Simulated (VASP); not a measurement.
# Cs (Fd-3m) in VASP: single point with LDA

Aim: the single point of Cs with LDA.

Everything below comes from runs of VASP 6.6.1. Logs are shortened: lines on timing, memory, paths and dates and some standing lists are left out, and cuts for length are marked.

## (1) The cell of the first run

The structure is cubic, space group Fd-3m (No. 227). Conventional cell: a = 9.880 Å, b = 9.880 Å, c = 9.880 Å, α = 90.00°, β = 90.00°, γ = 90.00°. Cs (site symmetry -43m) has 4 Cs at 4.28 Å within 5.6 Å.

This isn't the form of Cs at room conditions, which is bcc.

## (2) Single point, LDA (120.54 Å³/atom)

The input, POSCAR:

```
Cs
1.0
    0.0000000000      4.9398488218      4.9398488218
    4.9398488218      0.0000000000      4.9398488218
    4.9398488218      4.9398488218      0.0000000000
Cs
2
Direct
   -0.1250000000     -0.1250000000     -0.1250000000
    0.1250000000      0.1250000000      0.1250000000
```

The input, INCAR.step1:

```
ALGO = Normal
EDIFF = 1E-6
ENCUT = 520
GGA = CA
ISIF = 2
ISMEAR = -1
LASPH = True
LCHARG = True
LREAL = False
LWAVE = False
NBANDS = 16
NELM = 60
PREC = Accurate
SIGMA = 0.08
```

The input, KPOINTS.step1:

```
k-points
0
Gamma
  7 7 7
```

The input, INCAR.step2:

```
ALGO = Normal
EDIFF = 1E-6
ENCUT = 520
GGA = CA
ICHARG = 11
ISIF = 2
ISMEAR = -5
LASPH = True
LCHARG = False
LORBIT = 11
LREAL = False
LWAVE = False
NEDOS = 1001
NELM = 60
PREC = Accurate
SIGMA = 0.08
```

The input, KPOINTS.step2:

```
k-points
0
Gamma
  11 11 11
```

Potentials or basis: VASP PAW LDA potentials, release 64 (Cs_sv).

Launch:

```sh
$ cat potpaw_LDA.64/Cs_sv/POTCAR > POTCAR
$ cp INCAR.step1 INCAR
$ cp KPOINTS.step1 KPOINTS
$ mpirun -np 1 vasp_std > vasp.out
$ cp INCAR.step2 INCAR
$ cp KPOINTS.step2 KPOINTS
$ mpirun -np 1 vasp_std > vasp.out
```

OUTCAR:

```text
EDIFF = 1E-6
   ENCUT = 520
   GGA = CA
   ICHARG = 11
   ISIF = 2
   ISMEAR = -5
   LASPH = True
   LORBIT = 11
   LREAL = False
   NELM = 60
   PREC = Accurate

 ion  position               nearest neighbor table
   1  0.875  0.875  0.875-
   2  0.125  0.125  0.125-

  LATTYP: Found a face centered cubic cell.
 ALAT       =     9.8796976436

  Lattice vectors:

 A1 = (   0.0000000000,   4.9398488218,   4.9398488218)
 A2 = (   4.9398488218,   0.0000000000,   4.9398488218)
 A3 = (   4.9398488218,   4.9398488218,   0.0000000000)

Analysis of symmetry for initial positions (statically):
=====================================================================
 Subroutine PRICEL returns:
 Original cell was already a primitive cell.

 Routine SETGRP: Setting up the symmetry group for a
 face centered cubic supercell.

 Subroutine GETGRP returns: Found 48 space group operations
 (whereof 12 operations were pure point group operations)
 out of a pool of 48 trial point group operations.

The static configuration has the point symmetry D_3d.
 The point group associated with its full space group is O_h .

Analysis of symmetry for dynamics (positions and initial velocities):
=====================================================================
 Subroutine PRICEL returns:
 Original cell was already a primitive cell.

 Routine SETGRP: Setting up the symmetry group for a
 face centered cubic supercell.

 Subroutine GETGRP returns: Found 48 space group operations
 (whereof 12 operations were pure point group operations)
 out of a pool of 48 trial point group operations.

The dynamic configuration has the point symmetry D_3d.
 The point group associated with its full space group is O_h .

 Subroutine INISYM returns: Found 48 space group operations
 (whereof 12 operations are pure point group operations),
 and found     1 'primitive' translations

----------------------------------------------------------------------------------------

                                     Primitive cell

  volume of cell :     241.0854

  direct lattice vectors                    reciprocal lattice vectors
     0.000000000  4.939848822  4.939848822    -0.101217672  0.101217672  0.101217672
     4.939848822  0.000000000  4.939848822     0.101217672 -0.101217672  0.101217672
     4.939848822  4.939848822  0.000000000     0.101217672  0.101217672 -0.101217672

  length of vectors
     6.986001200  6.986001200  6.986001200     0.175314151  0.175314151  0.175314151

  position of ions in fractional coordinates (direct lattice)
     0.875000000  0.875000000  0.875000000
     0.125000000  0.125000000  0.125000000

  ion indices of the primitive-cell ions
   primitive index   ion index
                 1           1
                 2           2

----------------------------------------------------------------------------------------

 KPOINTS: k-points

Automatic generation of k-mesh.
 Grid dimensions read from file:
 generate k-points for:   11   11   11

 Generating k-lattice:

  Cartesian coordinates                     Fractional coordinates (reciprocal lattice)
    -0.009201607  0.009201607  0.009201607     0.090909091  0.000000000  0.000000000
     0.009201607 -0.009201607  0.009201607     0.000000000  0.090909091  0.000000000
     0.009201607  0.009201607 -0.009201607     0.000000000  0.000000000  0.090909091

  Length of vectors
     0.015937650  0.015937650  0.015937650

  Shift w.r.t. Gamma in fractional coordinates (k-lattice)
     0.000000000  0.000000000  0.000000000

 TETIRR: Found    201 inequivalent tetrahedra from     7986

 Subroutine IBZKPT returns following result:
 ===========================================

 Found     56 irreducible k-points:

 Following reciprocal coordinates:
            Coordinates               Weight
  0.000000  0.000000  0.000000      1.000000
  0.090909  0.000000  0.000000      8.000000
  0.181818  0.000000  0.000000      8.000000
  0.272727  0.000000  0.000000      8.000000
  0.363636  0.000000  0.000000      8.000000
  0.454545  0.000000  0.000000      8.000000
[... 16 lines left out ...]
 -0.272727  0.181818  0.000000     24.000000
 -0.181818  0.181818  0.000000     12.000000
 [... further k-points ...]
   k-points           NKPTS =     56   k-points in BZ     NKDIM =     56   number of bands    NBANDS=     13
   number of dos      NEDOS =   1001   number of ions     NIONS =      2
   total plane-waves  NPLWV = 157464
   dimension x,y,z NGX =    54 NGY =   54 NGZ =   54
   dimension x,y,z NGXF=   108 NGYF=  108 NGZF=  108
   ions per type =               2
   NGX,Y,Z   is equivalent  to a cutoff of  12.85, 12.85, 12.85 a.u.
   NGXF,Y,Z  is equivalent  to a cutoff of  25.70, 25.70, 25.70 a.u.
 SYSTEM =  unknown system
   PREC   = accura    normal or accurate (medium, high low for compatibility)
   ISTART =      0    job   : 0-new  1-cont  2-samecut
   ICHARG =     11    charge: 1-file 2-atom 10-const
   ISPIN  =      1    spin polarized calculation?
   LNONCOLLINEAR =      F non collinear calculations
   LSORBIT =      F    spin-orbit coupling
   LASPH  =      T    aspherical Exc in radial PAW
   ENCUT  =  520.0 eV  38.22 Ry    6.18 a.u.  12.99 12.99 12.99*2*pi/ulx,y,z
   NELM   =     60;   NELMIN=  2; NELMDL=  0     # of ELM steps
   EDIFF  = 0.1E-05   stopping-criterion for ELM
   LREAL  =      F    real-space projection
   EDIFFG = 0.1E-04   stopping-criterion for IOM
   NSW    =      0    number of steps for IOM
   IBRION =     -1    ionic relax: 0-MD 1-quasi-New 2-CG
   NFREE  =      0    steps in history (QN), initial steepest desc. (CG)
   ISIF   =      2    stress and relaxation
   ISYM   =      2    0-nonsym 1-usesym 2-fastsym
   POTIM  = 0.5000    time-step for ionic-motion
   TEBEG  =    0.0;   TEEND  =   0.0 temperature during run
   PSTRESS=    0.0 pullay stress
   NELECT =      18.0000    total number of electrons
   NUPDOWN=      -1.0000    fix difference up-down
   EMIN   =  10.00;   EMAX   =-10.00  energy-range for DOS
   EFERMI =   0.00;   METHOD = LEGACY
   ISMEAR =    -5;   SIGMA  =   0.08  broadening in eV -4-tet -1-fermi 0-gaus
   EFERMI_NEDOS =   21; number of points for ismear=-14 and -15
   IALGO  =     38    algorithm
   IMIX   =      4    mixing-type and parameters
     AMIX     =   0.40;   BMIX     =  1.00
     AMIX_MAG =   1.60;   BMIX_MAG =  1.00
  volume/ion in A,a.u.               =     120.54       813.46
  Fermi-wavevector in a.u.,A,eV,Ry     =   0.689354  1.302689  6.465601  0.475208
  Thomas-Fermi vector in A             =   1.770414
   LORBIT       =     11    0 simple, 1 ext, 2 COOP (PROOUT), +10 PAW based schemes
   GGA     = CA    functional components
   LHFCALC =     F    Hartree Fock is set to
   AEXX    =    0.0000 exact exchange contribution
   IVDW    =     0    specifies the selected vdW correction
   LEPSILON=     F    determine dielectric tensor
   LRPA    =     F    only Hartree local field effects (RPA)
 non-spin polarized calculation
 Fermi weights with tetrahedron method with Bloechl corrections
  energy-cutoff  :      520.00
  volume of cell :      241.09
 maximum number of plane-waves:      6526
 NGX is ok and might be reduce to    54

 number of electron      18.0000002 magnetization

 Free energy of the ion-electron system (eV)
  ---------------------------------------------------
  ext. energy  EPLUGINS =         0.00000000
  ---------------------------------------------------
  free energy    TOTEN  =        -1.35350739 eV

  energy without entropy =       -1.35350739  energy(sigma->0) =       -1.35350739

 E-fermi :   0.3805     XC(G=0):  -5.3470

 val. band max:        0.4423389129   @ k =  -0.3636   0.4545   0.0909
 cond. band min:       0.3558090805   @ k =  -0.4545   0.1818   0.0000
 fundamental gap:     -0.0865298324
 Fermi energy:         0.3804578940

 k-point     1 :       0.0000    0.0000    0.0000
  band No.  band energies     occupation
      1     -24.0420      2.00000
      2     -23.9503      2.00000
      3     -10.9712      2.00000
      4     -10.9712      2.00000
      5     -10.9712      2.00000
      6     -10.6582      2.00000
      7     -10.6582      2.00000
      8     -10.6582      2.00000
      9      -1.3940      2.00000
     10       1.4307      0.00000
     11       1.4307      0.00000
     12       1.7360      0.00000
     13       1.7360      0.00000

 k-point     2 :       0.0909    0.0000    0.0000
  band No.  band energies     occupation
      1     -24.0407      2.00000
      2     -23.9517      2.00000
      3     -10.9744      2.00000
      4     -10.9744      2.00000
      5     -10.9713      2.00000
      6     -10.6589      2.00000
      7     -10.6548      2.00000
      8     -10.6548      2.00000
      9      -1.3416      2.00000
     10       1.3779      0.00000
     11       1.3779      0.00000
     12       1.6962      0.00000
     13       1.8245      0.00000

 k-point     3 :       0.1818    0.0000    0.0000
  band No.  band energies     occupation
      1     -24.0367      2.00000
      2     -23.9557      2.00000
      3     -10.9828      2.00000
      4     -10.9828      2.00000
      5     -10.9717      2.00000
      6     -10.6604      2.00000
      7     -10.6458      2.00000
      8     -10.6458      2.00000
      9      -1.1887      2.00000
     10       1.3044      0.00000
     11       1.3044      0.00000
     12       1.5501      0.00000
     13       1.8317      0.00000
[... 305 lines left out ...]
 k-point    23 :      -0.2727    0.1818    0.0000
  band No.  band energies     occupation
      1     -24.0224      2.00000
      2     -23.9703      2.00000
      3     -11.0309      2.00000
      4     -11.0030      2.00000
      5     -10.9381      2.00000
      6     -10.6978      2.00000
      7     -10.6243      2.00000
      8     -10.5982      2.00000
      9      -0.5849      2.00000
     10       0.8695      0.00000
     11       1.0920      0.00000
     12       1.1825      0.00000
     13       1.6353      0.00000

 k-point    24 :      -0.1818    0.1818    0.0000
  band No.  band energies     occupation
      1     -24.0287      2.00000
      2     -23.9638      2.00000
      3     -11.0168      2.00000
      4     -10.9927      2.00000
      5     -10.9509      2.00000
      6     -10.6836      2.00000
      7     -10.6353      2.00000
      8     -10.6119      2.00000
      9      -0.8648      2.00000
     10       1.1185      0.00000
     11       1.1619      0.00000
     12       1.2865      0.00000
     13       1.7350      0.00000

 [... further k-points ...]
[... 5 lines left out ...]
  --------------------------------------------------------------------------------------
  -------------------------------------------------------------------------------------
  Total        0.5590768      0.5590768      0.5590768     -0.0000000     -0.0000000     -0.0000000
  in kB        3.7154470      3.7154470      3.7154470     -0.0000000     -0.0000000     -0.0000000
  external PRESSURE =       3.7154470 kB  Pullay stress =       0.0000000 kB

 VOLUME and BASIS-vectors are now :
 -----------------------------------------------------------------------------
  energy-cutoff  :      520.00
  volume of cell :      241.09
      direct lattice vectors                 reciprocal lattice vectors
     0.000000000  4.939848822  4.939848822    -0.101217672  0.101217672  0.101217672
     4.939848822  0.000000000  4.939848822     0.101217672 -0.101217672  0.101217672
     4.939848822  4.939848822  0.000000000     0.101217672  0.101217672 -0.101217672

 POSITION                                       TOTAL-FORCE (eV/Angst)
 -----------------------------------------------------------------------------------
      8.64474      8.64474      8.64474        -0.000000     -0.000000     -0.000000
      1.23496      1.23496      1.23496         0.000000      0.000000      0.000000
 -----------------------------------------------------------------------------------
    total drift:                               -0.000000      0.000000     -0.000000

  FREE ENERGIE OF THE ION-ELECTRON SYSTEM (eV)
  ---------------------------------------------------
  free  energy   TOTEN  =        -1.3535073941 eV

  energy  without entropy=       -1.3535073941  energy(sigma->0) =       -1.35350739

 total charge

# of ion       s       p       d       tot
------------------------------------------
    1        1.863   4.651   0.011   6.525
    2        1.863   4.651   0.011   6.525
--------------------------------------------------
tot          3.727   9.301   0.022  13.049
```

Wall time 1.8 min (1 thread of Intel Xeon 6975P-C (Granite Rapids), shared host); peak memory 0.34 GiB.

Results:

```yaml
Valence_electrons_inside_the_program's_atomic_spheres: Cs 6.53
```

Caveat: spin-orbit coupling is left out, which moves the levels of the heavy elements; tetrahedron occupations give inexact forces and stress in metals.
